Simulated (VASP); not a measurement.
# HfC (Fm-3m) in VASP: a series of runs, part 3 of 3

VASP 6.6.1. Earlier steps stand in the parts before.

### 5 Single point, PBE

This run uses another cell than the first one, of 12.10 Å³/atom, 1.067 times its volume.

INCAR

```
ALGO = Normal
EDIFF = 1E-6
ENCUT = 520
GGA = PE
ISIF = 2
ISMEAR = -1
LASPH = True
LCHARG = True
LELF = True
LREAL = False
LVHAR = True
LWAVE = False
NBANDS = 14
NELM = 100
PREC = Accurate
SIGMA = 0.05
```

KPOINTS

```
k-points
0
Gamma
  10 10 10
```

POSCAR

```
HfC
1.0
    0.0000000000      2.2955050686      2.2955050686
    2.2955050686      0.0000000000      2.2955050686
    2.2955050686      2.2955050686      0.0000000000
Hf C
1 1
Direct
    0.5000000000      0.5000000000      0.5000000000
    0.0000000000      0.0000000000      0.0000000000
```

Potentials or basis: VASP PAW PBE potentials, release 64 (Hf_pv, C).

Run with:

```sh
> cat potpaw_PBE.64/Hf_pv/POTCAR potpaw_PBE.64/C/POTCAR > POTCAR
> mpirun -np 1 vasp_std > vasp.out
```

OUTCAR:

```text
EDIFF = 1E-6
   ENCUT = 520
   GGA = PE
   ISIF = 2
   ISMEAR = -1
   LASPH = True
   LREAL = False
   NELM = 100
   PREC = Accurate

 ion  position               nearest neighbor table
   1  0.500  0.500  0.500-   2 2.30   2 2.30   2 2.30   2 2.30   2 2.30   2 2.30
   2  0.000  0.000  0.000-   1 2.30   1 2.30   1 2.30   1 2.30   1 2.30   1 2.30

  LATTYP: Found a face centered cubic cell.
 ALAT       =     4.5910101372

  Lattice vectors:

 A1 = (   0.0000000000,   2.2955050686,   2.2955050686)
 A2 = (   2.2955050686,   0.0000000000,   2.2955050686)
 A3 = (   2.2955050686,   2.2955050686,   0.0000000000)

Analysis of symmetry for initial positions (statically):
=====================================================================
 Subroutine PRICEL returns:
 Original cell was already a primitive cell.

 Routine SETGRP: Setting up the symmetry group for a
 face centered cubic supercell.

 Subroutine GETGRP returns: Found 48 space group operations
 (whereof 48 operations were pure point group operations)
 out of a pool of 48 trial point group operations.

The static configuration has the point symmetry O_h .

Analysis of symmetry for dynamics (positions and initial velocities):
=====================================================================
 Subroutine PRICEL returns:
 Original cell was already a primitive cell.

 Routine SETGRP: Setting up the symmetry group for a
 face centered cubic supercell.

 Subroutine GETGRP returns: Found 48 space group operations
 (whereof 48 operations were pure point group operations)
 out of a pool of 48 trial point group operations.

The dynamic configuration has the point symmetry O_h .

 Subroutine INISYM returns: Found 48 space group operations
 (whereof 48 operations are pure point group operations),
 and found     1 'primitive' translations

----------------------------------------------------------------------------------------

                                     Primitive cell

  volume of cell :      24.1916

  direct lattice vectors                    reciprocal lattice vectors
     0.000000000  2.295505069  2.295505069    -0.217816988  0.217816988  0.217816988
     2.295505069  0.000000000  2.295505069     0.217816988 -0.217816988  0.217816988
     2.295505069  2.295505069  0.000000000     0.217816988  0.217816988 -0.217816988

  length of vectors
     3.246334401  3.246334401  3.246334401     0.377270090  0.377270090  0.377270090

  position of ions in fractional coordinates (direct lattice)
     0.500000000  0.500000000  0.500000000
     0.000000000  0.000000000  0.000000000

  ion indices of the primitive-cell ions
   primitive index   ion index
                 1           1
                 2           2

----------------------------------------------------------------------------------------

 KPOINTS: k-points

Automatic generation of k-mesh.
 Grid dimensions read from file:
 generate k-points for:   10   10   10

 Generating k-lattice:

  Cartesian coordinates                     Fractional coordinates (reciprocal lattice)
    -0.021781699  0.021781699  0.021781699     0.100000000  0.000000000  0.000000000
     0.021781699 -0.021781699  0.021781699     0.000000000  0.100000000  0.000000000
     0.021781699  0.021781699 -0.021781699     0.000000000  0.000000000  0.100000000

  Length of vectors
     0.037727009  0.037727009  0.037727009

  Shift w.r.t. Gamma in fractional coordinates (k-lattice)
     0.000000000  0.000000000  0.000000000

 Subroutine IBZKPT returns following result:
 ===========================================

 Found     47 irreducible k-points:

 Following reciprocal coordinates:
            Coordinates               Weight
  0.000000  0.000000  0.000000      1.000000
  0.100000  0.000000  0.000000      8.000000
  0.200000  0.000000  0.000000      8.000000
  0.300000  0.000000  0.000000      8.000000
  0.400000  0.000000  0.000000      8.000000
  0.500000  0.000000  0.000000      4.000000
[... 16 lines left out ...]
  0.300000  0.300000  0.000000      6.000000
  0.400000  0.300000  0.000000     24.000000
 [... further k-points ...]
   k-points           NKPTS =     47   k-points in BZ     NKDIM =     47   number of bands    NBANDS=     14
   number of dos      NEDOS =    301   number of ions     NIONS =      2
   total plane-waves  NPLWV =  13824
   dimension x,y,z NGX =    24 NGY =   24 NGZ =   24
   dimension x,y,z NGXF=    48 NGYF=   48 NGZF=   48
   ions per type =               1   1
   NGX,Y,Z   is equivalent  to a cutoff of  12.29, 12.29, 12.29 a.u.
   NGXF,Y,Z  is equivalent  to a cutoff of  24.58, 24.58, 24.58 a.u.
 SYSTEM =  unknown system
   PREC   = accura    normal or accurate (medium, high low for compatibility)
   ISTART =      0    job   : 0-new  1-cont  2-samecut
   ICHARG =      2    charge: 1-file 2-atom 10-const
   ISPIN  =      1    spin polarized calculation?
   LNONCOLLINEAR =      F non collinear calculations
   LSORBIT =      F    spin-orbit coupling
   LASPH  =      T    aspherical Exc in radial PAW
   ENCUT  =  520.0 eV  38.22 Ry    6.18 a.u.   6.04  6.04  6.04*2*pi/ulx,y,z
   NELM   =    100;   NELMIN=  2; NELMDL= -5     # of ELM steps
   EDIFF  = 0.1E-05   stopping-criterion for ELM
   LREAL  =      F    real-space projection
   EDIFFG = 0.1E-04   stopping-criterion for IOM
   NSW    =      0    number of steps for IOM
   IBRION =     -1    ionic relax: 0-MD 1-quasi-New 2-CG
   NFREE  =      0    steps in history (QN), initial steepest desc. (CG)
   ISIF   =      2    stress and relaxation
   ISYM   =      2    0-nonsym 1-usesym 2-fastsym
   POTIM  = 0.5000    time-step for ionic-motion
   TEBEG  =    0.0;   TEEND  =   0.0 temperature during run
   PSTRESS=    0.0 pullay stress
   NELECT =      14.0000    total number of electrons
   NUPDOWN=      -1.0000    fix difference up-down
   EMIN   =  10.00;   EMAX   =-10.00  energy-range for DOS
   EFERMI =   0.00;   METHOD = LEGACY
   ISMEAR =    -1;   SIGMA  =   0.05  broadening in eV -4-tet -1-fermi 0-gaus
   EFERMI_NEDOS =   21; number of points for ismear=-14 and -15
   IALGO  =     38    algorithm
   IMIX   =      4    mixing-type and parameters
     AMIX     =   0.40;   BMIX     =  1.00
     AMIX_MAG =   1.60;   BMIX_MAG =  1.00
  volume/ion in A,a.u.               =      12.10        81.63
  Fermi-wavevector in a.u.,A,eV,Ry     =   1.364256  2.578070 25.323093  1.861195
  Thomas-Fermi vector in A             =   2.490588
   LORBIT       =      0    0 simple, 1 ext, 2 COOP (PROOUT), +10 PAW based schemes
   GGA     = PE    functional components
[... 5 lines left out ...]
 non-spin polarized calculation
  energy-cutoff  :      520.00
  volume of cell :       24.19
 maximum number of plane-waves:       666
   NGX = 13   NGY = 13   NGZ = 13

 number of electron      14.0000001 magnetization

 Free energy of the ion-electron system (eV)
  ---------------------------------------------------
  ext. energy  EPLUGINS =         0.00000000
  ---------------------------------------------------
  free energy    TOTEN  =       -21.01833174 eV

  energy without entropy =      -21.01573163  energy(sigma->0) =      -21.01703169

 E-fermi :   6.2683     XC(G=0): -12.4758

 val. band max:        6.2453718037   @ k =   0.1000   0.0000   0.0000
 cond. band min:       6.3945277342   @ k =   0.1000   0.1000   0.0000
 fundamental gap:      0.1491559306
 Fermi energy:         6.2683382820

 k-point     1 :       0.0000    0.0000    0.0000
  band No.  band energies     occupation
      1     -23.1322      2.00000
      2     -23.1322      2.00000
      3     -23.1322      2.00000
      4      -6.2523      2.00000
      5       7.2711      0.00000
      6       7.2711      0.00000
      7       7.2711      0.00000
      8       7.6540      0.00000
      9       7.6540      0.00000
     10       7.6540      0.00000
     11       9.7628      0.00000
     12       9.7628      0.00000
     13      13.5398      0.00000
     14      17.3645      0.00000
[... 375 lines left out ...]
 k-point    24 :       0.4000    0.3000    0.0000
  band No.  band energies     occupation
      1     -23.6984      2.00000
      2     -23.3590      2.00000
      3     -23.3351      2.00000
      4      -4.0993      2.00000
      5       2.4755      2.00000
      6       4.3684      2.00000
      7       5.5345      2.00000
      8       6.4616      0.04105
      9      11.8446      0.00000
     10      12.9206      0.00000
     11      13.0492      0.00000
     12      14.9818      0.00000
     13      18.4173      0.00000
     14      19.3310      0.00000

 [... further k-points ...]
[... 5 lines left out ...]
  --------------------------------------------------------------------------------------
  -------------------------------------------------------------------------------------
  Total        1.4210925      1.4210925      1.4210925      0.0000000      0.0000000     -0.0000000
  in kB       94.1170227     94.1170227     94.1170227      0.0000000      0.0000000     -0.0000000
  external PRESSURE =      94.1170227 kB  Pullay stress =       0.0000000 kB

 VOLUME and BASIS-vectors are now :
 -----------------------------------------------------------------------------
  energy-cutoff  :      520.00
  volume of cell :       24.19
      direct lattice vectors                 reciprocal lattice vectors
     0.000000000  2.295505069  2.295505069    -0.217816988  0.217816988  0.217816988
     2.295505069  0.000000000  2.295505069     0.217816988 -0.217816988  0.217816988
     2.295505069  2.295505069  0.000000000     0.217816988  0.217816988 -0.217816988

 POSITION                                       TOTAL-FORCE (eV/Angst)
 -----------------------------------------------------------------------------------
      2.29551      2.29551      2.29551         0.000000     -0.000000      0.000000
      0.00000      0.00000      0.00000        -0.000000      0.000000      0.000000
 -----------------------------------------------------------------------------------
    total drift:                                0.000000     -0.000000      0.000000

  FREE ENERGIE OF THE ION-ELECTRON SYSTEM (eV)
  ---------------------------------------------------
  free  energy   TOTEN  =       -21.0183317441 eV

  energy  without entropy=      -21.0157316299  energy(sigma->0) =      -21.01703169
```

OSZICAR:

```text
N       E                     dE             d eps       ncg     rms          rms(c)
DAV:   1     0.226836502470E+02    0.22684E+02   -0.78969E+03  1324   0.997E+02
DAV:   2    -0.226867642476E+02   -0.45370E+02   -0.42801E+02  1722   0.200E+02
DAV:   3    -0.241535483433E+02   -0.14668E+01   -0.14635E+01  1532   0.262E+01
DAV:   4    -0.241596229269E+02   -0.60746E-02   -0.60742E-02  1598   0.206E+00
DAV:   5    -0.241596622327E+02   -0.39306E-04   -0.39306E-04  1564   0.148E-01    0.610E+01
DAV:   6    -0.210699384136E+02    0.30897E+01   -0.11709E+01  1436   0.182E+01    0.434E+01
DAV:   7    -0.210310308427E+02    0.38908E-01   -0.52912E-01  1628   0.511E+00    0.250E+01
DAV:   8    -0.210235152750E+02    0.75156E-02   -0.56339E-02  1568   0.190E+00    0.555E+00
DAV:   9    -0.210186270830E+02    0.48882E-02   -0.18771E-02  1520   0.785E-01    0.198E+00
DAV:  10    -0.210183337972E+02    0.29329E-03   -0.13476E-03  1612   0.268E-01    0.455E-02
DAV:  11    -0.210183319803E+02    0.18169E-05   -0.68520E-05  1580   0.713E-02    0.204E-02
DAV:  12    -0.210183317441E+02    0.23616E-06   -0.20439E-06  1562   0.125E-02
   1 F= -.21018332E+02 E0= -.21017032E+02  d E =-.260011E-02
```

It took 16 s on 1 thread of Intel Xeon Platinum 8259CL at 2.50GHz (Skylake/Cascade Lake), shared host; peak memory 0.15 GiB.

Results:

- Free energy: -21.0183 eV
- Pressure: 9.4 GPa
- Band gap on the k mesh: zero (band 7 reaches 7.27 eV, above the bottom of band 8 at 5.85 eV)

Caveat: spin-orbit coupling is left out, which moves the levels of the heavy elements.

### 6 Summary

| cell | gap on the mesh (eV) | pressure (GPa) |
| --- | --- | --- |
| a = 3.177 Å, angles 60.0°, 2 atoms | none | 29.8 |
| a = 3.209 Å, angles 60.0°, 2 atoms | none | 19.6 |
| a = 3.267 Å, angles 60.0°, 2 atoms | none | 4.4 |
| a = 3.246 Å, angles 60.0°, 2 atoms | none | 9.4 |

Alike in all rows: task single point; level PBE; potentials or basis VASP PAW PBE potentials, release 64 (Hf_pv, C); no spin polarisation; k mesh 10 × 10 × 10; cutoff (eV) 520; smearing fermi-dirac 0.05 eV.

Caveats: spin-orbit coupling is left out, which moves the levels of the heavy elements.

Total energies depend on the potentials used, so only differences within one code and one set of settings carry meaning.
